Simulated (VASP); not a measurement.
# MoS2 (R3m) in VASP: further runs

Runs on MoS2. Level: PBEsol. Tasks: relaxation of cell and atoms, single point.

All numbers are computed with VASP 6.6.1; they aren't measurements. Logs are shortened: lines on timing, memory, paths and dates and some standing lists are left out, and cuts for length are marked.

## 1. The cell of the first run

Symmetry: R3m, No. 160, trigonal system. The conventional cell has a = 3.143 Å, b = 3.143 Å, c = 18.681 Å, α = 90.00°, β = 90.00°, γ = 120.00°. Mo (site symmetry 3m) has 6 S at 2.39 Å and 6 Mo at 3.14 Å within 3.2 Å. Within 3.2 Å of S (site symmetry 3m) lie 3 Mo at 2.39 Å and 7 S at 3.12 to 3.14 Å. Within 3.2 Å of S (site symmetry 3m) lie 3 Mo at 2.39 Å and 7 S at 3.12 to 3.14 Å.

## 2. Relaxation of cell and atoms, PBEsol

Input file INCAR:

```
SYSTEM = MoS2
PREC = Accurate ; ENCUT = 600
EDIFF = 1E-7 ; ISMEAR = 0
SIGMA = 0.02 ; LREAL = .FALSE.
LASPH = .TRUE. ; NELM = 100
ALGO = Normal ; ISIF = 3
LWAVE = .FALSE. ; LCHARG = .FALSE.
GGA = PS ; IBRION = 2
NSW = 100 ; EDIFFG = -0.005
```

Input file KPOINTS:

```
regular mesh
0
G
  12 12 12
  0 0 0
```

Input file POSCAR:

```
MoS2
1.0
    1.5716034335      0.9073656654      6.2270314787
   -1.5716034335      0.9073656654      6.2270314787
    0.0000000000     -1.8147313307      6.2270314787
Mo S
1 2
Direct
    0.0000024355      0.0000024355      0.0000024355
    0.7500713860      0.7500713860      0.7500713860
    0.5832261784      0.5832261784      0.5832261784
```

Potentials or basis: VASP PAW PBE potentials, release 64 (Mo_sv, S).

The run is started by

```
$ cat potpaw_PBE.64/Mo_sv/POTCAR potpaw_PBE.64/S/POTCAR > POTCAR
$ mpirun -np 1 vasp_std > vasp.out
```

OUTCAR:

```text
SYSTEM = MoS2
   PREC = Accurate
   ENCUT = 600
   EDIFF = 1E-7
   ISMEAR = 0
   LREAL = .FALSE.
   LASPH = .TRUE.
   NELM = 100
   ISIF = 3
   GGA = PS
   IBRION = 2
   NSW = 100
   EDIFFG = -0.005

 ion  position               nearest neighbor table
   1  0.000  0.000  0.000-   2 2.39   2 2.39   2 2.39   3 2.39   3 2.39   3 2.39
   2  0.750  0.750  0.750-   1 2.39   1 2.39   1 2.39
   3  0.583  0.583  0.583-   1 2.39   1 2.39   1 2.39

  LATTYP: Found a trigonal (rhomboedric) cell.
 ALAT       =     6.4860751491
 COS(alpha) =     0.8825773219

  Lattice vectors:

 A1 = (   1.5716034335,   0.9073656654,   6.2270314787)
 A2 = (  -1.5716034335,   0.9073656654,   6.2270314787)
 A3 = (   0.0000000000,  -1.8147313307,   6.2270314787)

Analysis of symmetry for initial positions (statically):
=====================================================================
 Subroutine PRICEL returns:
 Original cell was already a primitive cell.

 Routine SETGRP: Setting up the symmetry group for a
 trigonal (rhombohedral) supercell.

 Subroutine GETGRP returns: Found  6 space group operations
 (whereof  6 operations were pure point group operations)
 out of a pool of 12 trial point group operations.

The static configuration has the point symmetry C_3v.

Analysis of symmetry for dynamics (positions and initial velocities):
=====================================================================
 Subroutine PRICEL returns:
 Original cell was already a primitive cell.

 Routine SETGRP: Setting up the symmetry group for a
 trigonal (rhombohedral) supercell.

 Subroutine GETGRP returns: Found  6 space group operations
 (whereof  6 operations were pure point group operations)
 out of a pool of 12 trial point group operations.

The dynamic configuration has the point symmetry C_3v.

 Subroutine INISYM returns: Found  6 space group operations
 (whereof  6 operations are pure point group operations),
 and found     1 'primitive' translations

----------------------------------------------------------------------------------------

                                     Primitive cell

  volume of cell :      53.2792

  direct lattice vectors                    reciprocal lattice vectors
     1.571603433  0.907365665  6.227031479     0.318146416  0.183681919  0.053530054
    -1.571603433  0.907365665  6.227031479    -0.318146416  0.183681919  0.053530054
     0.000000000 -1.814731331  6.227031479     0.000000000 -0.367363838  0.053530054

  length of vectors
     6.486075149  6.486075149  6.486075149     0.371243392  0.371243392  0.371243392

  position of ions in fractional coordinates (direct lattice)
     0.000002436  0.000002436  0.000002436
     0.750071386  0.750071386  0.750071386
     0.583226178  0.583226178  0.583226178

  ion indices of the primitive-cell ions
   primitive index   ion index
                 1           1
                 2           2
                 3           3

----------------------------------------------------------------------------------------

 KPOINTS: regular mesh

Automatic generation of k-mesh.
 Grid dimensions read from file:
 generate k-points for:   12   12   12

 Generating k-lattice:

  Cartesian coordinates                     Fractional coordinates (reciprocal lattice)
     0.026512201  0.015306827  0.004460838     0.083333333  0.000000000 -0.000000000
    -0.026512201  0.015306827  0.004460838     0.000000000  0.083333333 -0.000000000
     0.000000000 -0.030613653  0.004460838    -0.000000000 -0.000000000  0.083333333

  Length of vectors
     0.030936949  0.030936949  0.030936949

  Shift w.r.t. Gamma in fractional coordinates (k-lattice)
     0.000000000  0.000000000  0.000000000

 Subroutine IBZKPT returns following result:
 ===========================================

 Found    189 irreducible k-points:

 Following reciprocal coordinates:
            Coordinates               Weight
  0.000000  0.000000  0.000000      1.000000
  0.083333 -0.000000  0.000000      6.000000
  0.166667  0.000000 -0.000000      6.000000
  0.250000 -0.000000  0.000000      6.000000
  0.333333 -0.000000  0.000000      6.000000
  0.416667 -0.000000  0.000000      6.000000
[... 16 lines left out ...]
  0.500000  0.166667  0.000000     12.000000
 -0.416667  0.166667  0.000000     12.000000
 [... further k-points ...]
   k-points           NKPTS =    189   k-points in BZ     NKDIM =    189   number of bands    NBANDS=     17
   number of dos      NEDOS =    301   number of ions     NIONS =      3
   total plane-waves  NPLWV = 157464
   dimension x,y,z NGX =    54 NGY =   54 NGZ =   54
   dimension x,y,z NGXF=   108 NGYF=  108 NGZF=  108
   ions per type =               1   2
   NGX,Y,Z   is equivalent  to a cutoff of  13.84, 13.84, 13.84 a.u.
   NGXF,Y,Z  is equivalent  to a cutoff of  27.68, 27.68, 27.68 a.u.
 SYSTEM =  MoS2
   PREC   = accura    normal or accurate (medium, high low for compatibility)
   ISTART =      0    job   : 0-new  1-cont  2-samecut
   ICHARG =      2    charge: 1-file 2-atom 10-const
   ISPIN  =      1    spin polarized calculation?
   LNONCOLLINEAR =      F non collinear calculations
   LSORBIT =      F    spin-orbit coupling
   LASPH  =      T    aspherical Exc in radial PAW
   ENCUT  =  600.0 eV  44.10 Ry    6.64 a.u.  12.95 12.95 12.95*2*pi/ulx,y,z
   NELM   =    100;   NELMIN=  2; NELMDL= -5     # of ELM steps
   EDIFF  = 0.1E-06   stopping-criterion for ELM
   LREAL  =      F    real-space projection
   EDIFFG = -.5E-02   stopping-criterion for IOM
   NSW    =    100    number of steps for IOM
   IBRION =      2    ionic relax: 0-MD 1-quasi-New 2-CG
   NFREE  =      1    steps in history (QN), initial steepest desc. (CG)
   ISIF   =      3    stress and relaxation
   ISYM   =      2    0-nonsym 1-usesym 2-fastsym
   POTIM  = 0.5000    time-step for ionic-motion
   TEBEG  =    0.0;   TEEND  =   0.0 temperature during run
   PSTRESS=    0.0 pullay stress
   NELECT =      26.0000    total number of electrons
   NUPDOWN=      -1.0000    fix difference up-down
   EMIN   =  10.00;   EMAX   =-10.00  energy-range for DOS
   EFERMI =   0.00;   METHOD = LEGACY
   ISMEAR =     0;   SIGMA  =   0.02  broadening in eV -4-tet -1-fermi 0-gaus
   EFERMI_NEDOS =   21; number of points for ismear=-14 and -15
   IALGO  =     38    algorithm
   IMIX   =      4    mixing-type and parameters
     AMIX     =   0.40;   BMIX     =  1.00
     AMIX_MAG =   1.60;   BMIX_MAG =  1.00
  volume/ion in A,a.u.               =      17.76       119.85
  Fermi-wavevector in a.u.,A,eV,Ry     =   1.288883  2.435635 22.602253  1.661219
  Thomas-Fermi vector in A             =   2.420809
   LORBIT       =      0    0 simple, 1 ext, 2 COOP (PROOUT), +10 PAW based schemes
   GGA     = PS    functional components
   LHFCALC =     F    Hartree Fock is set to
   AEXX    =    0.0000 exact exchange contribution
   IVDW    =     0    specifies the selected vdW correction
   LEPSILON=     F    determine dielectric tensor
   LRPA    =     F    only Hartree local field effects (RPA)
 conjugate gradient relaxation of ions
 non-spin polarized calculation
 Gauss-broadening in eV      SIGMA  =   0.02
  energy-cutoff  :      600.00
  volume of cell :       53.28
 maximum number of plane-waves:      1818
 NGX is ok and might be reduce to    54
   NGX = 25   NGY = 25   NGZ = 25

--------------------------------------- Ionic step        1  -------------------------------------------

 number of electron      26.0000000 magnetization

 Free energy of the ion-electron system (eV)
  ---------------------------------------------------
  ext. energy  EPLUGINS =         0.00000000
  ---------------------------------------------------
  free energy    TOTEN  =       -23.45092615 eV

  energy without entropy =      -23.45092615  energy(sigma->0) =      -23.45092615

------------------------ aborting loop because EDIFF is reached ----------------------------------------

  FORCE on cell =-STRESS in cart. coord.  units (eV):
  Direction    XX          YY          ZZ          XY          YZ          ZX
  --------------------------------------------------------------------------------------
  -------------------------------------------------------------------------------------
  Total        0.0025965      0.0025965      0.0076981      0.0000000      0.0000000      0.0000000
  in kB        0.0780805      0.0780805      0.2314937      0.0000000      0.0000000      0.0000000
  external PRESSURE =       0.1292183 kB  Pullay stress =       0.0000000 kB
[... 92 lines left out ...]
  FREE ENERGIE OF THE ION-ELECTRON SYSTEM (eV)
  ---------------------------------------------------
  free  energy   TOTEN  =       -23.4509509363 eV

  energy  without entropy=      -23.4509509363  energy(sigma->0) =      -23.45095094

[... ionic steps 4 to 13 ...]

--------------------------------------- Ionic step       14  -------------------------------------------

 number of electron      26.0000000 magnetization

------------------------ aborting loop because EDIFF is reached ----------------------------------------

  FORCE on cell =-STRESS in cart. coord.  units (eV):
  Direction    XX          YY          ZZ          XY          YZ          ZX
  --------------------------------------------------------------------------------------
  -------------------------------------------------------------------------------------
  Total        0.0011658      0.0011658     -0.0090808      0.0000000     -0.0000000      0.0000000
  in kB        0.0348288      0.0348288     -0.2712910      0.0000000     -0.0000000      0.0000000
  external PRESSURE =      -0.0672111 kB  Pullay stress =       0.0000000 kB
[... 59 lines left out ...]
  energy  without entropy=      -23.4511129932  energy(sigma->0) =      -23.45111299

--------------------------------------- Ionic step       16  -------------------------------------------

 number of electron      26.0000000 magnetization

 Free energy of the ion-electron system (eV)
  ---------------------------------------------------
  ext. energy  EPLUGINS =         0.00000000
  ---------------------------------------------------
  free energy    TOTEN  =       -23.45111446 eV

  energy without entropy =      -23.45111446  energy(sigma->0) =      -23.45111446

 E-fermi :   7.4265     XC(G=0): -10.9397

 val. band max:        7.3186151974   @ k =   0.5000   0.5000   0.5000
 cond. band min:       8.3273231504   @ k =  -0.1667   0.1667   0.0000
 fundamental gap:      1.0087079530
 Fermi energy:         7.4264617803

 k-point     1 :       0.0000    0.0000    0.0000
  band No.  band energies     occupation
      1     -53.9952      2.00000
      2     -28.2073      2.00000
      3     -27.9454      2.00000
      4     -27.9454      2.00000
      5      -7.6367      2.00000
      6      -5.9899      2.00000
[... 9 lines left out ...]
     16       9.9135      0.00000
     17       9.9135      0.00000
[... 443 lines left out ...]
      1     -53.9476      2.00000
      2     -28.3394      2.00000
      3     -28.1145      2.00000
      4     -28.1119      2.00000
      5      -5.4006      2.00000
      6      -5.2546      2.00000
[... 9 lines left out ...]
     16      10.1501      0.00000
     17      11.4032      0.00000

 [... further k-points ...]

------------------------ aborting loop because EDIFF is reached ----------------------------------------

  FORCE on cell =-STRESS in cart. coord.  units (eV):
  Direction    XX          YY          ZZ          XY          YZ          ZX
  --------------------------------------------------------------------------------------
  -------------------------------------------------------------------------------------
  Total       -0.0016379     -0.0016379      0.0055564      0.0000000      0.0000000      0.0000000
  in kB       -0.0489236     -0.0489236      0.1659682      0.0000000      0.0000000      0.0000000
  external PRESSURE =       0.0227070 kB  Pullay stress =       0.0000000 kB
[... 18 lines left out ...]
  FREE ENERGIE OF THE ION-ELECTRON SYSTEM (eV)
  ---------------------------------------------------
  free  energy   TOTEN  =       -23.4511144571 eV

  energy  without entropy=      -23.4511144571  energy(sigma->0) =      -23.45111446

 reached required accuracy - stopping structural energy minimisation
```

Run time: 52 min. Hardware: 1 thread of Intel Xeon 6975P-C (Granite Rapids), shared host; peak memory 0.62 GiB.

What came out:

| Property | Result |
| --- | --- |
| Free energy | -23.4511 eV |
| Relaxed volume | 17.88 Å³/atom |
| Relaxed cell | a = 6.526 Å, b = 6.526 Å, c = 6.526 Å, α = 27.87°, β = 27.87°, γ = 27.87° |
| Space group after relaxing (to 0.1 Å) | R3m (No. 160) |
| Energy gained by relaxing | 0.1 meV/atom |
| Ionic steps | 16 |
| Pressure after relaxing | 0.0 GPa |
| Band gap on the k mesh | 1.01 eV (least direct gap 1.80 eV) |

The path:
| step | energy change (eV) | largest force (eV/Å) | pressure (GPa) | volume (Å³) |
| --- | --- | --- | --- | --- |
| 1 | 0.0000 | 0.0149 | 0.01 | 53.28 |
| 2 | 0.0000 | 0.0062 | 0.05 | 53.29 |
| 3 | 0.0000 | 0.0099 | 0.10 | 53.31 |
| 4 | 0.0000 | 0.0095 | 0.09 | 53.31 |
| 5 | 0.0000 | 0.0086 | 0.07 | 53.33 |
| 6 | -0.0001 | 0.0070 | 0.02 | 53.38 |
| 7 | -0.0001 | 0.0071 | -0.07 | 53.47 |
| 8 | -0.0001 | 0.0026 | -0.05 | 53.49 |
| 9 | -0.0002 | 0.0113 | -0.02 | 53.54 |
| 10 | -0.0001 | 0.0390 | 0.06 | 53.64 |
| 11 | -0.0002 | 0.0218 | 0.01 | 53.58 |
| 12 | -0.0002 | 0.0035 | 0.03 | 53.60 |
| 13 | -0.0002 | 0.0037 | 0.03 | 53.61 |
| 14 | -0.0002 | 0.0064 | -0.01 | 53.63 |
| 15 | -0.0002 | 0.0071 | -0.01 | 53.63 |
| 16 | -0.0002 | 0.0013 | 0.00 | 53.64 |

Final structure:
```xyz
3
Lattice="1.5717 0.9074 6.2686 -1.5717 0.9074 6.2686 0.0000 -1.8148 6.2686" Properties=species:S:1:pos:R:3 pbc="T T T"
Mo    0.0000    0.0000   18.8057
S     0.0000    0.0000   14.0947
S     0.0000    0.0000   10.9789
```

Levels at points of the mesh, in eV from the valence-band top:
```csv
k point,band 10,band 11,band 12,band 13,band 14,band 15,band 16,band 17
"(0.00, 0.00, 0.00)",-2.10,-2.10,-1.31,-1.16,2.23,2.23,2.59,2.59
"(0.50, 0.00, 0.00)",-3.85,-2.32,-1.44,-1.38,1.80,2.19,3.58,3.67
"(0.50, 0.50, 0.00)",-3.79,-2.83,-1.59,-1.21,1.77,2.33,3.13,4.03
"(0.50, 0.50, 0.50)",-3.24,-2.07,-2.07,0.00,2.30,2.30,2.49,2.49
```

Caveat: the PAW data sets were made with another functional, which shifts forces and pressure a little. Expect the measured gap to be larger: semilocal functionals such as PBEsol lack the derivative discontinuity.

## 3. Single point, PBEsol

Input file INCAR:

```
PREC     = Accurate       # precision mode
ENCUT    = 520            # plane-wave cutoff, eV
EDIFF    = 1E-7           # SCF threshold, eV
ISMEAR   = 0              # smearing method
SIGMA    = 0.1            # smearing width, eV
LREAL    = False          # projectors in reciprocal space
LASPH    = True           # aspherical terms in the spheres
NELM     = 80             # most SCF steps
ALGO     = Normal         # electronic algorithm
ISIF     = 2              # what is computed and relaxed
LWAVE    = False          # write WAVECAR
LCHARG   = False          # write CHGCAR
GGA      = PS             # functional
NBANDS   = 20             # bands
```

Input file KPOINTS:

```
regular mesh
0
Gamma
  6 6 6
```

Input file POSCAR:

```
MoS2
1.0
    1.5716034348      0.9073656661      6.2270314324
   -1.5716034348      0.9073656661      6.2270314324
    0.0000000000     -1.8147313322      6.2270314324
Mo S
1 2
Direct
    0.0000024354      0.0000024354      0.0000024354
    0.7500713867      0.7500713867      0.7500713867
    0.5832261780      0.5832261780      0.5832261780
```

Potentials or basis: VASP PAW PBE potentials, release 64 (Mo_sv, S).

The run is started by

```
$ cat potpaw_PBE.64/Mo_sv/POTCAR potpaw_PBE.64/S/POTCAR > POTCAR
$ mpirun -np 1 vasp_std > vasp.out
```

OUTCAR:

```text
PREC = Accurate
   ENCUT = 520
   EDIFF = 1E-7
   ISMEAR = 0
   LREAL = False
   LASPH = True
   NELM = 80
   ISIF = 2
   GGA = PS

 ion  position               nearest neighbor table
   1  0.000  0.000  0.000-   2 2.39   2 2.39   2 2.39   3 2.39   3 2.39   3 2.39
   2  0.750  0.750  0.750-   1 2.39   1 2.39   1 2.39
   3  0.583  0.583  0.583-   1 2.39   1 2.39   1 2.39

  LATTYP: Found a trigonal (rhomboedric) cell.
 ALAT       =     6.4860751051
 COS(alpha) =     0.8825773201

  Lattice vectors:
[... 743 lines left out ...]

  FORCE on cell =-STRESS in cart. coord.  units (eV):
  Direction    XX          YY          ZZ          XY          YZ          ZX
  --------------------------------------------------------------------------------------
  -------------------------------------------------------------------------------------
  Total       -0.0029826     -0.0029826      0.0098616      0.0000000      0.0000000     -0.0000000
  in kB       -0.0896920     -0.0896920      0.2965520      0.0000000      0.0000000     -0.0000000
  external PRESSURE =       0.0390560 kB  Pullay stress =       0.0000000 kB

 VOLUME and BASIS-vectors are now :
 -----------------------------------------------------------------------------
  energy-cutoff  :      520.00
  volume of cell :       53.28
      direct lattice vectors                 reciprocal lattice vectors
     1.571603435  0.907365666  6.227031432     0.318146416  0.183681919  0.053530055
    -1.571603435  0.907365666  6.227031432    -0.318146416  0.183681919  0.053530055
     0.000000000 -1.814731332  6.227031432     0.000000000 -0.367363838  0.053530055

 POSITION                                       TOTAL-FORCE (eV/Angst)
 -----------------------------------------------------------------------------------
      0.00000      0.00000      0.00005         0.000000      0.000000     -0.001650
      0.00000      0.00000     14.01215         0.000000      0.000000     -0.007746
      0.00000      0.00000     10.89530         0.000000      0.000000      0.009395
 -----------------------------------------------------------------------------------
    total drift:                                0.000000      0.000000     -0.000007

  FREE ENERGIE OF THE ION-ELECTRON SYSTEM (eV)
  ---------------------------------------------------
  free  energy   TOTEN  =       -23.4497035871 eV

  energy  without entropy=      -23.4497035871  energy(sigma->0) =      -23.44970359
```

stdout:

```text
POSCAR found type information on POSCAR MoS
 POSCAR found :  2 types and       3 ions
 scaLAPACK will be used
 -----------------------------------------------------------------------------
|                                                                             |
|                                                                             |
|     You enforced a specific xc type in the INCAR file but a different       |
|     I HOPE YOU KNOW WHAT YOU ARE DOING!                                     |
|                                                                             |
 -----------------------------------------------------------------------------

 LDA part: xc-table for (Slater+PW92), standard interpolation
 POSCAR, INCAR and KPOINTS ok, starting setup
 FFT: planning ... GRIDC
 FFT: planning ... GRID_SOFT
 FFT: planning ... GRID
 WAVECAR not read
 entering main loop
```

It took 71 s on 1 thread of Intel Xeon 6975P-C (Granite Rapids), shared host; peak memory 0.31 GiB.

Results:

```yaml
Free_energy: -23.4497 eV
Pressure: 0.0 GPa
Largest_force: 0.009 eV/Å
Band_gap_on_the_k_mesh: 0.98 eV (least direct gap 1.80 eV)
```

Forces on the atoms (eV/Å):
```
Mo   0.000  0.000 -0.002
S    0.000  0.000 -0.008
S    0.000  0.000  0.009
```

Caveat: the PAW data sets were made with another functional, which shifts forces and pressure a little. A k mesh can miss the band edges.

[end of part 1 of 2]
